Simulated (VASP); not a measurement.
# AlCu (Pm-3m) in VASP: further runs, part 2 of 2

VASP 6.6.1.

## (5) Single point, PBEsol

This run uses another cell than the first one, of 13.47 Å³/atom, 0.893 times its volume.

INCAR reads:

```
PREC = Accurate ; ENCUT = 700
EDIFF = 1E-6 ; ISMEAR = 1
SIGMA = 0.1 ; LREAL = F
LASPH = T ; NELM = 120
ALGO = Normal ; ISIF = 2
LWAVE = F ; LCHARG = F
GGA = PS ; NBANDS = 18
GGA_COMPAT = F
```

KPOINTS reads:

```
Automatic mesh
0
Gamma
  10 10 10
```

POSCAR reads:

```
AlCu
1.0
    2.9975090000      0.0000000000      0.0000000000
    0.0000000000      2.9975090000      0.0000000000
    0.0000000000      0.0000000000      2.9975090000
Al Cu
1 1
Direct
    0.0000000000      0.0000000000      0.0000000000
    0.5000000000      0.5000000000      0.5000000000
```

Potentials or basis: VASP PAW PBE potentials, release 64 (Al, Cu_sv_GW).

On the command line:

```
$ cat potpaw_PBE.64/Al/POTCAR potpaw_PBE.64/Cu_sv_GW/POTCAR > POTCAR
$ mpirun -np 1 vasp_std > vasp.out
```

OUTCAR:

```text
PREC = Accurate
   ENCUT = 700
   EDIFF = 1E-6
   ISMEAR = 1
   LREAL = F
   LASPH = T
   NELM = 120
   ISIF = 2
   GGA = PS

 ion  position               nearest neighbor table
   1  0.000  0.000  0.000-   2 2.60   2 2.60   2 2.60   2 2.60   2 2.60   2 2.60   2 2.60   2 2.60

   2  0.500  0.500  0.500-   1 2.60   1 2.60   1 2.60   1 2.60   1 2.60   1 2.60   1 2.60   1 2.60

  LATTYP: Found a simple cubic cell.
 ALAT       =     2.9975090000

  Lattice vectors:

 A1 = (   2.9975090000,   0.0000000000,   0.0000000000)
 A2 = (   0.0000000000,   2.9975090000,   0.0000000000)
 A3 = (   0.0000000000,   0.0000000000,   2.9975090000)

Analysis of symmetry for initial positions (statically):
=====================================================================
 Subroutine PRICEL returns:
 Original cell was already a primitive cell.

 Routine SETGRP: Setting up the symmetry group for a
 simple cubic supercell.

 Subroutine GETGRP returns: Found 48 space group operations
 (whereof 48 operations were pure point group operations)
 out of a pool of 48 trial point group operations.

The static configuration has the point symmetry O_h .

Analysis of symmetry for dynamics (positions and initial velocities):
=====================================================================
 Subroutine PRICEL returns:
 Original cell was already a primitive cell.

 Routine SETGRP: Setting up the symmetry group for a
 simple cubic supercell.

 Subroutine GETGRP returns: Found 48 space group operations
 (whereof 48 operations were pure point group operations)
 out of a pool of 48 trial point group operations.

The dynamic configuration has the point symmetry O_h .

 Subroutine INISYM returns: Found 48 space group operations
 (whereof 48 operations are pure point group operations),
 and found     1 'primitive' translations

----------------------------------------------------------------------------------------

                                     Primitive cell

  volume of cell :      26.9328

  direct lattice vectors                    reciprocal lattice vectors
     2.997509000  0.000000000  0.000000000     0.333610341  0.000000000  0.000000000
     0.000000000  2.997509000  0.000000000     0.000000000  0.333610341  0.000000000
     0.000000000  0.000000000  2.997509000     0.000000000  0.000000000  0.333610341

  length of vectors
     2.997509000  2.997509000  2.997509000     0.333610341  0.333610341  0.333610341

  position of ions in fractional coordinates (direct lattice)
     0.000000000  0.000000000  0.000000000
     0.500000000  0.500000000  0.500000000

  ion indices of the primitive-cell ions
   primitive index   ion index
                 1           1
                 2           2

----------------------------------------------------------------------------------------

 KPOINTS: Automatic mesh

Automatic generation of k-mesh.
 Grid dimensions read from file:
 generate k-points for:   10   10   10

 Generating k-lattice:

  Cartesian coordinates                     Fractional coordinates (reciprocal lattice)
     0.033361034  0.000000000  0.000000000     0.100000000  0.000000000  0.000000000
     0.000000000  0.033361034  0.000000000     0.000000000  0.100000000  0.000000000
     0.000000000  0.000000000  0.033361034     0.000000000  0.000000000  0.100000000

  Length of vectors
     0.033361034  0.033361034  0.033361034

  Shift w.r.t. Gamma in fractional coordinates (k-lattice)
     0.000000000  0.000000000  0.000000000

 Subroutine IBZKPT returns following result:
 ===========================================

 Found     56 irreducible k-points:

 Following reciprocal coordinates:
            Coordinates               Weight
  0.000000  0.000000  0.000000      1.000000
  0.100000  0.000000  0.000000      6.000000
  0.200000  0.000000  0.000000      6.000000
  0.300000  0.000000  0.000000      6.000000
  0.400000  0.000000  0.000000      6.000000
  0.500000  0.000000  0.000000      3.000000
[... 16 lines left out ...]
  0.200000  0.100000  0.100000     24.000000
  0.300000  0.100000  0.100000     24.000000
 [... further k-points ...]
   k-points           NKPTS =     56   k-points in BZ     NKDIM =     56   number of bands    NBANDS=     18
   number of dos      NEDOS =    301   number of ions     NIONS =      2
   total plane-waves  NPLWV =  21952
   dimension x,y,z NGX =    28 NGY =   28 NGZ =   28
   dimension x,y,z NGXF=    56 NGYF=   56 NGZF=   56
   ions per type =               1   1
   NGX,Y,Z   is equivalent  to a cutoff of  15.53, 15.53, 15.53 a.u.
   NGXF,Y,Z  is equivalent  to a cutoff of  31.06, 31.06, 31.06 a.u.
 SYSTEM =  unknown system
   PREC   = accura    normal or accurate (medium, high low for compatibility)
   ISTART =      0    job   : 0-new  1-cont  2-samecut
   ICHARG =      2    charge: 1-file 2-atom 10-const
   ISPIN  =      1    spin polarized calculation?
   LNONCOLLINEAR =      F non collinear calculations
   LSORBIT =      F    spin-orbit coupling
   LASPH  =      T    aspherical Exc in radial PAW
   ENCUT  =  700.0 eV  51.45 Ry    7.17 a.u.   6.47  6.47  6.47*2*pi/ulx,y,z
   NELM   =    120;   NELMIN=  2; NELMDL= -5     # of ELM steps
   EDIFF  = 0.1E-05   stopping-criterion for ELM
   LREAL  =      F    real-space projection
   EDIFFG = 0.1E-04   stopping-criterion for IOM
   NSW    =      0    number of steps for IOM
   IBRION =     -1    ionic relax: 0-MD 1-quasi-New 2-CG
   NFREE  =      0    steps in history (QN), initial steepest desc. (CG)
   ISIF   =      2    stress and relaxation
   ISYM   =      2    0-nonsym 1-usesym 2-fastsym
   POTIM  = 0.5000    time-step for ionic-motion
   TEBEG  =    0.0;   TEEND  =   0.0 temperature during run
   PSTRESS=    0.0 pullay stress
   NELECT =      22.0000    total number of electrons
   NUPDOWN=      -1.0000    fix difference up-down
   EMIN   =  10.00;   EMAX   =-10.00  energy-range for DOS
   EFERMI =   0.00;   METHOD = LEGACY
   ISMEAR =     1;   SIGMA  =   0.10  broadening in eV -4-tet -1-fermi 0-gaus
   EFERMI_NEDOS =   21; number of points for ismear=-14 and -15
   IALGO  =     38    algorithm
   IMIX   =      4    mixing-type and parameters
     AMIX     =   0.40;   BMIX     =  1.00
     AMIX_MAG =   1.60;   BMIX_MAG =  1.00
  volume/ion in A,a.u.               =      13.47        90.88
  Fermi-wavevector in a.u.,A,eV,Ry     =   1.530342  2.891927 31.864128  2.341947
  Thomas-Fermi vector in A             =   2.637838
   LORBIT       =      0    0 simple, 1 ext, 2 COOP (PROOUT), +10 PAW based schemes
   GGA     = PS    functional components
   LHFCALC =     F    Hartree Fock is set to
   AEXX    =    0.0000 exact exchange contribution
   IVDW    =     0    specifies the selected vdW correction
   LEPSILON=     F    determine dielectric tensor
   LRPA    =     F    only Hartree local field effects (RPA)
 non-spin polarized calculation
 Methfessel and Paxton  Order N= 1 SIGMA  =   0.10
  energy-cutoff  :      700.00
  volume of cell :       26.93
 maximum number of plane-waves:      1153
 NGX is ok and might be reduce to    28
   NGX = 13   NGY = 13   NGZ = 13

 number of electron      22.0000000 magnetization

 Free energy of the ion-electron system (eV)
  ---------------------------------------------------
  ext. energy  EPLUGINS =         0.00000000
  ---------------------------------------------------
  free energy    TOTEN  =        -8.76012376 eV

  energy without entropy =       -8.75994884  energy(sigma->0) =       -8.76006545

 E-fermi :   9.0307     XC(G=0): -11.8905

 val. band max:        9.0285953451   @ k =   0.5000   0.4000   0.1000
 cond. band min:       9.0485120803   @ k =   0.3000   0.3000   0.0000
 fundamental gap:      0.0199167351
 Fermi energy:         9.0307068558

 k-point     1 :       0.0000    0.0000    0.0000
  band No.  band energies     occupation
      1    -104.6722      2.00000
      2     -62.1967      2.00000
      3     -62.1967      2.00000
      4     -62.1967      2.00000
      5      -2.5393      2.00000
      6       4.1114      2.00000
[... 10 lines left out ...]
     17      27.3167      0.00000
     18      27.3177      0.00000
[... 463 lines left out ...]
 k-point    24 :       0.3000    0.1000    0.1000
  band No.  band energies     occupation
      1    -104.6720      2.00000
      2     -62.2016      2.00000
      3     -62.1972      2.00000
      4     -62.1971      2.00000
      5      -0.7219      2.00000
      6       3.8760      2.00000
[... 10 lines left out ...]
     17      20.4311      0.00000
     18      24.4013      0.00000

 [... further k-points ...]

------------------------ aborting loop because EDIFF is reached ----------------------------------------

  FORCE on cell =-STRESS in cart. coord.  units (eV):
  Direction    XX          YY          ZZ          XY          YZ          ZX
  --------------------------------------------------------------------------------------
  -------------------------------------------------------------------------------------
  Total       -1.0478869     -1.0478869     -1.0478869      0.0000000      0.0000000      0.0000000
  in kB      -62.3366549    -62.3366549    -62.3366549      0.0000000      0.0000000      0.0000000
  external PRESSURE =     -62.3366549 kB  Pullay stress =       0.0000000 kB

 VOLUME and BASIS-vectors are now :
 -----------------------------------------------------------------------------
  energy-cutoff  :      700.00
  volume of cell :       26.93
      direct lattice vectors                 reciprocal lattice vectors
     2.997509000  0.000000000  0.000000000     0.333610341  0.000000000  0.000000000
     0.000000000  2.997509000  0.000000000     0.000000000  0.333610341  0.000000000
     0.000000000  0.000000000  2.997509000     0.000000000  0.000000000  0.333610341

 POSITION                                       TOTAL-FORCE (eV/Angst)
 -----------------------------------------------------------------------------------
      0.00000      0.00000      0.00000         0.000000      0.000000      0.000000
      1.49875      1.49875      1.49875         0.000000      0.000000      0.000000
 -----------------------------------------------------------------------------------
    total drift:                                0.000000      0.000000      0.000000

  FREE ENERGIE OF THE ION-ELECTRON SYSTEM (eV)
  ---------------------------------------------------
  free  energy   TOTEN  =        -8.7601237554 eV

  energy  without entropy=       -8.7599488386  energy(sigma->0) =       -8.76006545
```

stdout:

```text
POSCAR found type information on POSCAR AlCu
 POSCAR found :  2 types and       2 ions
 scaLAPACK will be used
 -----------------------------------------------------------------------------
|                                                                             |
|                                                                             |
|     You enforced a specific xc type in the INCAR file but a different       |
|     I HOPE YOU KNOW WHAT YOU ARE DOING!                                     |
|                                                                             |
 -----------------------------------------------------------------------------

 LDA part: xc-table for (Slater+PW92), standard interpolation
 POSCAR, INCAR and KPOINTS ok, starting setup
 FFT: planning ... GRIDC
 FFT: planning ... GRID_SOFT
 FFT: planning ... GRID
 WAVECAR not read
 entering main loop
```

Wall time 44 s (1 thread of Intel Xeon Platinum 8488C (Sapphire Rapids), shared host); peak memory 0.2 GiB.

What came out:

- Free energy: -8.7601 eV
- Pressure: -6.2 GPa
- Band gap on the k mesh: zero (band 11 reaches 12.77 eV, above the bottom of band 12 at 8.11 eV)

Caveat: the PAW data sets were made with another functional, which shifts forces and pressure a little.

## (6) Single point, PBEsol

This run uses another cell than the first one, of 14.01 Å³/atom, 0.929 times its volume.

INCAR reads:

```
PREC     = Accurate       # precision mode
ENCUT    = 700            # plane-wave cutoff, eV
EDIFF    = 1E-6           # SCF threshold, eV
ISMEAR   = 1              # smearing method
SIGMA    = 0.1            # smearing width, eV
LREAL    = False          # projectors in reciprocal space
LASPH    = True           # aspherical terms in the spheres
NELM     = 120            # most SCF steps
ALGO     = Normal         # electronic algorithm
ISIF     = 2              # what is computed and relaxed
LWAVE    = False          # write WAVECAR
LCHARG   = False          # write CHGCAR
GGA      = PS             # functional
NBANDS   = 18             # bands
GGA_COMPAT= False
```

KPOINTS is that of step 5.

POSCAR reads:

```
AlCu
1.0
    3.0369544314      0.0000000000      0.0000000000
    0.0000000000      3.0369544314      0.0000000000
    0.0000000000      0.0000000000      3.0369544314
Al Cu
1 1
Direct
    0.0000000000      0.0000000000      0.0000000000
    0.5000000000      0.5000000000      0.5000000000
```

Potentials or basis: VASP PAW PBE potentials, release 64 (Al, Cu_sv_GW).

On the command line:

```
$ cat potpaw_PBE.64/Al/POTCAR potpaw_PBE.64/Cu_sv_GW/POTCAR > POTCAR
$ mpirun -np 1 vasp_std > vasp.out
```

OUTCAR:

```text
PREC = Accurate
   ENCUT = 700
   EDIFF = 1E-6
   ISMEAR = 1
   LREAL = False
   LASPH = True
   NELM = 120
   ISIF = 2
   GGA = PS

 ion  position               nearest neighbor table
   1  0.000  0.000  0.000-   2 2.63   2 2.63   2 2.63   2 2.63   2 2.63   2 2.63   2 2.63   2 2.63

   2  0.500  0.500  0.500-   1 2.63   1 2.63   1 2.63   1 2.63   1 2.63   1 2.63   1 2.63   1 2.63

  LATTYP: Found a simple cubic cell.
 ALAT       =     3.0369544314

  Lattice vectors:

 A1 = (   3.0369544314,   0.0000000000,   0.0000000000)
 A2 = (   0.0000000000,   3.0369544314,   0.0000000000)
 A3 = (   0.0000000000,   0.0000000000,   3.0369544314)

Analysis of symmetry for initial positions (statically):
=====================================================================
 Subroutine PRICEL returns:
 Original cell was already a primitive cell.

 Routine SETGRP: Setting up the symmetry group for a
 simple cubic supercell.

 Subroutine GETGRP returns: Found 48 space group operations
 (whereof 48 operations were pure point group operations)
 out of a pool of 48 trial point group operations.

The static configuration has the point symmetry O_h .
[... 159 lines left out ...]

  energy without entropy =       -8.71755464  energy(sigma->0) =       -8.71792980

 E-fermi :   8.5371     XC(G=0): -11.6977

 val. band max:        8.5250588477   @ k =   0.2000   0.1000   0.0000
 cond. band min:       8.5571229568   @ k =   0.5000   0.4000   0.1000
 fundamental gap:      0.0320641092
 Fermi energy:         8.5370915862

 k-point     1 :       0.0000    0.0000    0.0000
  band No.  band energies     occupation
      1    -105.0014      2.00000
      2     -62.5275      2.00000
      3     -62.5275      2.00000
      4     -62.5275      2.00000
      5      -2.7022      2.00000
      6       3.8383      2.00000
[... 481 lines left out ...]
      5      -0.9319      2.00000
      6       3.5990      2.00000
[... 10 lines left out ...]
     17      19.6194      0.00000
     18      23.6236      0.00000

 [... further k-points ...]

------------------------ aborting loop because EDIFF is reached ----------------------------------------

  FORCE on cell =-STRESS in cart. coord.  units (eV):
  Direction    XX          YY          ZZ          XY          YZ          ZX
  --------------------------------------------------------------------------------------
  -------------------------------------------------------------------------------------
  Total       -1.7340740     -1.7340740     -1.7340740      0.0000000      0.0000000     -0.0000000
  in kB      -99.1889732    -99.1889732    -99.1889732      0.0000000      0.0000000     -0.0000000
  external PRESSURE =     -99.1889732 kB  Pullay stress =       0.0000000 kB

 VOLUME and BASIS-vectors are now :
 -----------------------------------------------------------------------------
  energy-cutoff  :      700.00
  volume of cell :       28.01
      direct lattice vectors                 reciprocal lattice vectors
     3.036954431  0.000000000  0.000000000     0.329277249  0.000000000  0.000000000
     0.000000000  3.036954431  0.000000000     0.000000000  0.329277249  0.000000000
     0.000000000  0.000000000  3.036954431     0.000000000  0.000000000  0.329277249

 POSITION                                       TOTAL-FORCE (eV/Angst)
 -----------------------------------------------------------------------------------
      0.00000      0.00000      0.00000         0.000000      0.000000      0.000000
      1.51848      1.51848      1.51848         0.000000      0.000000      0.000000
 -----------------------------------------------------------------------------------
    total drift:                                0.000000      0.000000      0.000000

  FREE ENERGIE OF THE ION-ELECTRON SYSTEM (eV)
  ---------------------------------------------------
  free  energy   TOTEN  =        -8.7181173867 eV

  energy  without entropy=       -8.7175546399  energy(sigma->0) =       -8.71792980
```

Wall time 38 s (1 thread of Intel Xeon Platinum 8375C at 2.90GHz (Ice Lake), shared host); peak memory 0.21 GiB.

Results:

```yaml
Free_energy: -8.7181 eV
Pressure: -9.9 GPa
Band_gap_on_the_k_mesh: zero (band 11 reaches 12.20 eV, above the bottom of band 12 at 7.64 eV)
```

Caveat: the PAW data sets were made with another functional, which shifts forces and pressure a little.

## (7) The runs side by side

```csv
potentials or basis,cell,cutoff (eV),second run,gap on the mesh (eV),pressure (GPa)
"VASP PAW PBE potentials, release 64 (Al, Cu)","a = 3.113 Å, 2 atoms",520,-,none,-13.0
"VASP PAW PBE potentials, release 64 (Al, Cu_sv_GW)","a = 2.957 Å, 2 atoms",700,valence_matched,none,-1.5
"VASP PAW PBE potentials, release 64 (Al, Cu_sv_GW)","a = 3.075 Å, 2 atoms",700,valence_matched,none,-13.3
"VASP PAW PBE potentials, release 64 (Al, Cu_sv_GW)","a = 2.998 Å, 2 atoms",700,valence_matched,none,-6.2
"VASP PAW PBE potentials, release 64 (Al, Cu_sv_GW)","a = 3.037 Å, 2 atoms",700,valence_matched,none,-9.9
```

Alike in all rows: task single point; level PBEsol; no spin polarisation; k mesh 10 × 10 × 10; smearing methfessel-paxton 0.1 eV.

Caveats: the PAW data sets were made with another functional, which shifts forces and pressure a little.

Total energies depend on the potentials used, so only differences within one code and one set of settings carry meaning.
